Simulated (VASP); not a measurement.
# C in VASP: notebook

Runs on C. Level: PBE. Tasks: single point.

Program: VASP 6.6.1. These are calculated values, not measurements. Logs are shortened: lines on timing, memory, paths and dates and some standing lists are left out, and cuts for length are marked.

## Step 1: The cell of the first run

The cell holds a slab with vacuum, 13 atoms: a = 4.933 Å, b = 8.872 Å, c = 20.291 Å, α = 90.00°, β = 90.00°, γ = 97.99°.

## Step 2: Single point, PBE

File INCAR:

```
SYSTEM = C
ALGO     = Normal         ! electronic algorithm
DIPOL    = 0.5 0.5 0.327
EDIFF    = 1E-7           ! SCF threshold, eV
ENCUT    = 520            ! plane-wave cutoff, eV
GGA      = PE             ! functional
IDIPOL   = 3            
ISIF     = 2              ! what is computed and relaxed
ISMEAR   = 0              ! smearing method
LASPH    = .TRUE.         ! aspherical terms in the spheres
LCHARG   = .TRUE.         ! write CHGCAR
LDIPOL   = .TRUE.       
LELF     = .TRUE.         ! ELF
LREAL    = .FALSE.        ! projectors in reciprocal space
LVACPOTAV= .TRUE.       
LVHAR    = .TRUE.       
LWAVE    = .FALSE.        ! write WAVECAR
NBANDS   = 38             ! bands
NELM     = 80             ! most SCF steps
PREC     = Accurate       ! precision mode
SIGMA    = 0.1            ! smearing width, eV
```

File KPOINTS:

```
k-points
0
G
  6 3 1
  0 0 0
```

File POSCAR:

```
C
1.0
    4.9326910637      0.0000000000      0.0000000000
   -1.2331727659      8.7858796705      0.0000000000
    0.0000000000      0.0000000000     20.2907137603
C
13
Direct
    0.0197005045      0.0788020180      0.1971345142
    0.5197005045      0.0788020180      0.1971345142
    0.2746256306      0.0985025225      0.2311704236
    0.7746256306      0.0985025225      0.2311704236
    0.2844758829      0.1379035315      0.2992422423
    0.7844758829      0.1379035315      0.2992422423
    0.0392967055      0.1571967531      0.3324023561
    0.5392967055      0.1571967531      0.3324023561
    0.0496769843      0.1987214031      0.4035397279
    0.5496769843      0.1987214031      0.4035397279
    0.3040736562      0.2163109382      0.4332382717
    0.8040736562      0.2163109382      0.4332382717
    0.4290736562      0.4663109382      0.4514687526
```

Potentials or basis: VASP PAW PBE potentials, release 64 (C).

Command:

```bash
$ cat potpaw_PBE.64/C/POTCAR > POTCAR
$ mpirun -np 1 vasp_std > vasp.out
```

OUTCAR:

```text
SYSTEM = C
   EDIFF = 1E-7
   ENCUT = 520
   GGA = PE
   ISIF = 2
   ISMEAR = 0
   LASPH = .TRUE.
   LREAL = .FALSE.
   NELM = 80
   PREC = Accurate

 ion  position               nearest neighbor table
   1  0.020  0.079  0.197-   3 1.42   4 1.42
   2  0.520  0.079  0.197-   4 1.42   3 1.42
   3  0.275  0.099  0.231-   5 1.42   1 1.42   2 1.42
   4  0.775  0.099  0.231-   6 1.42   2 1.42   1 1.42
   5  0.284  0.138  0.299-   8 1.41   7 1.41   3 1.42
   6  0.784  0.138  0.299-   7 1.41   8 1.41   4 1.42
   7  0.039  0.157  0.332-   6 1.41   5 1.41   9 1.49
   8  0.539  0.157  0.332-   5 1.41   6 1.41  10 1.49
   9  0.050  0.199  0.404-  11 1.38  12 1.38   7 1.49
  10  0.550  0.199  0.404-  12 1.38  11 1.38   8 1.49
  11  0.304  0.216  0.433-   9 1.38  10 1.38
  12  0.804  0.216  0.433-  10 1.38   9 1.38
  13  0.429  0.466  0.451-

  LATTYP: Found a simple monoclinic cell.
 ALAT       =     4.9326910637
 B/A-ratio  =     4.1135180570
 C/A-ratio  =     1.7986126840
 COS(beta)  =    -0.1389960174

  Lattice vectors:

 A1 = (   4.9326910637,   0.0000000000,   0.0000000000)
 A2 = (   0.0000000000,   0.0000000000, -20.2907137603)
 A3 = (  -1.2331727659,   8.7858796705,   0.0000000000)

Analysis of symmetry for initial positions (statically):
=====================================================================
 Subroutine PRICEL returns:
 Original cell was already a primitive cell.

 Routine SETGRP: Setting up the symmetry group for a
 simple monoclinic supercell.

 Subroutine GETGRP returns: Found  1 space group operations
 (whereof  1 operations were pure point group operations)
 out of a pool of  4 trial point group operations.

The static configuration has the point symmetry C_1 .

Analysis of symmetry for dynamics (positions and initial velocities):
=====================================================================
 Subroutine PRICEL returns:
 Original cell was already a primitive cell.

 Routine SETGRP: Setting up the symmetry group for a
 simple monoclinic supercell.

 Subroutine GETGRP returns: Found  1 space group operations
 (whereof  1 operations were pure point group operations)
 out of a pool of  4 trial point group operations.

The dynamic configuration has the point symmetry C_1 .

 Subroutine INISYM returns: Found  1 space group operations
 (whereof  1 operations are pure point group operations),
[... 119 lines left out ...]
   EFERMI_NEDOS =   21; number of points for ismear=-14 and -15
   IALGO  =     38    algorithm
   IMIX   =      4    mixing-type and parameters
     AMIX     =   0.40;   BMIX     =  1.00
     AMIX_MAG =   1.60;   BMIX_MAG =  1.00
  volume/ion in A,a.u.               =      67.64       456.48
  Fermi-wavevector in a.u.,A,eV,Ry     =   0.637804  1.205274  5.534764  0.406794
  Thomas-Fermi vector in A             =   1.702933
   LORBIT       =      0    0 simple, 1 ext, 2 COOP (PROOUT), +10 PAW based schemes
   GGA     = PE    functional components
   LHFCALC =     F    Hartree Fock is set to
   AEXX    =    0.0000 exact exchange contribution
   IVDW    =     0    specifies the selected vdW correction
   LEPSILON=     F    determine dielectric tensor
   LRPA    =     F    only Hartree local field effects (RPA)
 non-spin polarized calculation
 Gauss-broadening in eV      SIGMA  =   0.10
  energy-cutoff  :      520.00
  volume of cell :      879.36
 maximum number of plane-waves:     23724
 NGX is ok and might be reduce to    40
   NGX = 19   NGY = 33   NGZ = 75

 dipolmoment           0.000000      0.000000      0.079703 electrons x Angstroem

 number of electron      52.0000001 magnetization

 dipolmoment           0.000000      0.000000     -0.065693 electrons x Angstroem

 Free energy of the ion-electron system (eV)
  ---------------------------------------------------
  ext. energy  EPLUGINS =         0.00000000
  ---------------------------------------------------
  free energy    TOTEN  =      -100.45420694 eV

  energy without entropy =     -100.40269315  energy(sigma->0) =     -100.42845004

 E-fermi :  -4.5432     XC(G=0):  -2.2421

 val. band max:       -4.5780752619   @ k =   0.5000   0.3333   0.0000
 cond. band min:      -4.4446967507   @ k =  -0.3333   0.3333   0.0000
 fundamental gap:      0.1333785112
 Fermi energy:        -4.5432066995

 k-point     1 :       0.0000    0.0000    0.0000
  band No.  band energies     occupation
      1     -23.1216      2.00000
      2     -21.4798      2.00000
      3     -19.1440      2.00000
      4     -18.9834      2.00000
      5     -18.8907      2.00000
      6     -17.3238      2.00000
[... 399 lines left out ...]
     37       1.4108      0.00000
     38       1.6605      0.00000

------------------------ aborting loop because EDIFF is reached ----------------------------------------

  FORCE on cell =-STRESS in cart. coord.  units (eV):
  Direction    XX          YY          ZZ          XY          YZ          ZX
  --------------------------------------------------------------------------------------
  -------------------------------------------------------------------------------------
  Total        1.7163655     -7.7849811      1.0571612     -0.2134647      0.3203195     -0.0202210
  in kB        3.1271872    -14.1840957      1.9261286     -0.3889289      0.5836163     -0.0368423
  external PRESSURE =      -3.0435933 kB  Pullay stress =       0.0000000 kB

 VOLUME and BASIS-vectors are now :
 -----------------------------------------------------------------------------
  energy-cutoff  :      520.00
  volume of cell :      879.36
      direct lattice vectors                 reciprocal lattice vectors
     4.932691064  0.000000000  0.000000000     0.202729096  0.028454749  0.000000000
    -1.233172766  8.785879670  0.000000000     0.000000000  0.113818996  0.000000000
     0.000000000  0.000000000 20.290713760     0.000000000  0.000000000  0.049283629

 POSITION                                       TOTAL-FORCE (eV/Angst)
 -----------------------------------------------------------------------------------
      0.00000      0.69235      4.00000        -0.119855      0.543278      1.917873
      2.46635      0.69235      4.00000         0.115995      0.477037      1.925202
      1.23317      0.86543      4.69061         0.010824     -0.901048     -3.588277
      3.69952      0.86543      4.69061        -0.010161     -0.840258     -3.187413
      1.23317      1.21160      6.07184         0.019428      0.378233      1.530230
      3.69952      1.21160      6.07184        -0.028404      0.338272      1.297904
     -0.00001      1.38111      6.74468        -0.251432     -0.250516      0.457480
      2.46633      1.38111      6.74468         0.278920     -0.208599      0.349620
     -0.00002      1.74594      8.18811        -0.938504     -0.316863     -0.691953
      2.46633      1.74594      8.18811         0.885417     -0.438008     -1.156390
      1.23315      1.90048      8.79071         0.304320      4.416420      1.091570
      3.69950      1.90048      8.79071        -0.167419      0.514383      0.046186
      1.54145      4.09695      9.16062        -0.099129     -3.712330      0.007970
 -----------------------------------------------------------------------------------
    total drift:                                0.000111     -0.000124      0.000222

  FREE ENERGIE OF THE ION-ELECTRON SYSTEM (eV)
  ---------------------------------------------------
  free  energy   TOTEN  =      -100.4542069419 eV

  energy  without entropy=     -100.4026931459  energy(sigma->0) =     -100.42845004

 vacuum level on the upper side and lower side of the slab         1.328         1.602
```

OSZICAR:

```text
N       E                     dE             d eps       ncg     rms          rms(c)
DAV:   1     0.437986771984E+03    0.43799E+03   -0.17479E+04   848   0.958E+02
DAV:   2    -0.902315920505E+01   -0.44701E+03   -0.41956E+03  1144   0.215E+02
DAV:   3    -0.106979521121E+03   -0.97956E+02   -0.96944E+02   976   0.107E+02
DAV:   4    -0.110991367191E+03   -0.40118E+01   -0.39788E+01   866   0.286E+01
[... 22 lines left out ...]
DAV:  27    -0.100454204350E+03   -0.70636E-05   -0.67016E-07   710   0.160E-03    0.856E-04
DAV:  28    -0.100454205626E+03   -0.12765E-05   -0.80587E-08   746   0.668E-04    0.446E-04
DAV:  29    -0.100454206599E+03   -0.97288E-06   -0.88888E-08   688   0.616E-04    0.317E-04
DAV:  30    -0.100454206854E+03   -0.25479E-06   -0.16041E-08   646   0.312E-04    0.238E-04
DAV:  31    -0.100454206942E+03   -0.88095E-07   -0.20146E-08   588   0.295E-04
   1 F= -.10045421E+03 E0= -.10042845E+03  d E =-.515138E-01
```

Wall time 22 min (1 thread of Intel Xeon Platinum 8488C (Sapphire Rapids), shared host); peak memory 0.95 GiB.

Results:

- Free energy: -100.4542 eV
- Largest force: 4.559 eV/Å

Forces in eV/Å, atoms in the order of the input:
```
C   -0.120  0.543  1.918
C    0.116  0.477  1.925
C    0.011 -0.901 -3.588
C   -0.010 -0.840 -3.187
C    0.019  0.378  1.530
C   -0.028  0.338  1.298
C   -0.251 -0.251  0.457
C    0.279 -0.209  0.350
C   -0.939 -0.317 -0.692
C    0.885 -0.438 -1.156
C    0.304  4.416  1.092
C   -0.167  0.514  0.046
C   -0.099 -3.712  0.008
```

Levels at points of the mesh, in eV from the Fermi level:
```csv
k point,band 23,band 24,band 25,band 26,band 27,band 28,band 29,band 30
"(0.00, 0.00, 0.00)",-1.29,-0.44,-0.31,-0.17,0.14,0.20,0.81,0.98
"(0.50, 0.00, 0.00)",-1.60,-0.93,-0.25,-0.04,-0.03,0.26,0.38,1.59
```

## Step 3: Single point, PBE

File INCAR:

```
SYSTEM = C
PREC = Accurate
ENCUT = 520
EDIFF = 1E-6
ISMEAR = 0
SIGMA = 0.1
LREAL = .FALSE.
LASPH = .TRUE.
NELM = 100
ALGO = Normal
ISIF = 2
LWAVE = .FALSE.
LCHARG = .FALSE.
LDIPOL = .TRUE.
IDIPOL = 3
DIPOL = 0.5 0.5 0.327
GGA = PE
NBANDS = 38
```

File KPOINTS:

```
Automatic mesh
0
G
  6 3 1
  0 0 0
```

Changes to POSCAR since step 2:

```diff
@@ -20,2 +20,2 @@
     0.8040736562      0.2163109382      0.4332382717
-    0.4290736562      0.4663109382      0.4514687526
+    0.3040736562      0.4663109382      0.4516489996
```

Potentials or basis: VASP PAW PBE potentials, release 64 (C).

Command:

```bash
$ cat potpaw_PBE.64/C/POTCAR > POTCAR
$ mpirun -np 1 vasp_std > vasp.out
```

OUTCAR:

```text
SYSTEM = C
   PREC = Accurate
   ENCUT = 520
   EDIFF = 1E-6
   ISMEAR = 0
   LREAL = .FALSE.
   LASPH = .TRUE.
   NELM = 100
   ISIF = 2
   GGA = PE

 ion  position               nearest neighbor table
   1  0.020  0.079  0.197-   3 1.42   4 1.42
   2  0.520  0.079  0.197-   4 1.42   3 1.42
   3  0.275  0.099  0.231-   5 1.42   1 1.42   2 1.42
   4  0.775  0.099  0.231-   6 1.42   2 1.42   1 1.42
   5  0.284  0.138  0.299-   8 1.41   7 1.41   3 1.42
   6  0.784  0.138  0.299-   7 1.41   8 1.41   4 1.42
   7  0.039  0.157  0.332-   6 1.41   5 1.41   9 1.49
   8  0.539  0.157  0.332-   5 1.41   6 1.41  10 1.49
   9  0.050  0.199  0.404-  11 1.38  12 1.38   7 1.49
  10  0.550  0.199  0.404-  12 1.38  11 1.38   8 1.49
  11  0.304  0.216  0.433-   9 1.38  10 1.38
  12  0.804  0.216  0.433-  10 1.38   9 1.38
  13  0.304  0.466  0.452-

[... 612 lines left out ...]
     37       1.4101      0.00000
     38       1.6661      0.00000

------------------------ aborting loop because EDIFF is reached ----------------------------------------

 vacuum level on the upper side and lower side of the slab       (xc-potential included)        -0.139         0.129

  FORCE on cell =-STRESS in cart. coord.  units (eV):
  Direction    XX          YY          ZZ          XY          YZ          ZX
  --------------------------------------------------------------------------------------
  -------------------------------------------------------------------------------------
  Total        1.7093586     -7.7805446      1.0541197      0.2142406      0.3067153      0.0226725
  in kB        3.1144207    -14.1760125      1.9205872      0.3903425      0.5588298      0.0413090
  external PRESSURE =      -3.0470015 kB  Pullay stress =       0.0000000 kB

 VOLUME and BASIS-vectors are now :
 -----------------------------------------------------------------------------
  energy-cutoff  :      520.00
  volume of cell :      879.36
      direct lattice vectors                 reciprocal lattice vectors
     4.932691064  0.000000000  0.000000000     0.202729096  0.028454749  0.000000000
    -1.233172766  8.785879670  0.000000000     0.000000000  0.113818996  0.000000000
     0.000000000  0.000000000 20.290713760     0.000000000  0.000000000  0.049283629

 POSITION                                       TOTAL-FORCE (eV/Angst)
 -----------------------------------------------------------------------------------
      0.00000      0.69235      4.00000        -0.115810      0.477135      1.925390
      2.46635      0.69235      4.00000         0.119870      0.543271      1.918233
      1.23317      0.86543      4.69061        -0.010900     -0.901110     -3.588356
      3.69952      0.86543      4.69061         0.010159     -0.840326     -3.187897
      1.23317      1.21160      6.07184        -0.020039      0.378256      1.529850
      3.69952      1.21160      6.07184         0.027376      0.338326      1.297843
     -0.00001      1.38111      6.74468        -0.277761     -0.208431      0.350215
      2.46633      1.38111      6.74468         0.251792     -0.250310      0.457214
     -0.00002      1.74594      8.18811        -0.883714     -0.438542     -1.156286
      2.46633      1.74594      8.18811         0.936551     -0.316576     -0.691411
      1.23315      1.90048      8.79071        -0.305282      4.413056      1.095831
      3.69950      1.90048      8.79071         0.168421      0.515590      0.047524
      0.92486      4.09695      9.16428         0.099336     -3.710338      0.001850
 -----------------------------------------------------------------------------------
    total drift:                                0.000126     -0.000161      0.000194

  FREE ENERGIE OF THE ION-ELECTRON SYSTEM (eV)
  ---------------------------------------------------
  free  energy   TOTEN  =      -100.4542513162 eV

  energy  without entropy=     -100.4027520340  energy(sigma->0) =     -100.42850168

 vacuum level on the upper side and lower side of the slab         1.322         1.596
```

It took 23 min on 1 thread of Intel Xeon 8259CL, shared host; peak memory 0.93 GiB.

What came out:

```yaml
Free_energy: -100.4543 eV
Largest_force: 4.557 eV/Å
```

Forces in eV/Å, atoms in the order of the input:
```
C   -0.116  0.477  1.925
C    0.120  0.543  1.918
C   -0.011 -0.901 -3.588
C    0.010 -0.840 -3.188
C   -0.020  0.378  1.530
C    0.027  0.338  1.298
C   -0.278 -0.208  0.350
C    0.252 -0.250  0.457
C   -0.884 -0.439 -1.156
C    0.937 -0.317 -0.691
C   -0.305  4.413  1.096
C    0.168  0.516  0.048
C    0.099 -3.710  0.002
```

Levels at points of the mesh, in eV from the Fermi level:
| k point | band 24 | band 25 | band 26 | band 27 | band 28 | band 29 |
| --- | --- | --- | --- | --- | --- | --- |
| (0.00, 0.00, 0.00) | -0.44 | -0.31 | -0.17 | 0.14 | 0.20 | 0.81 |
| (0.50, 0.00, 0.00) | -0.93 | -0.25 | -0.04 | -0.04 | 0.26 | 0.38 |

[end of part 1 of 2]
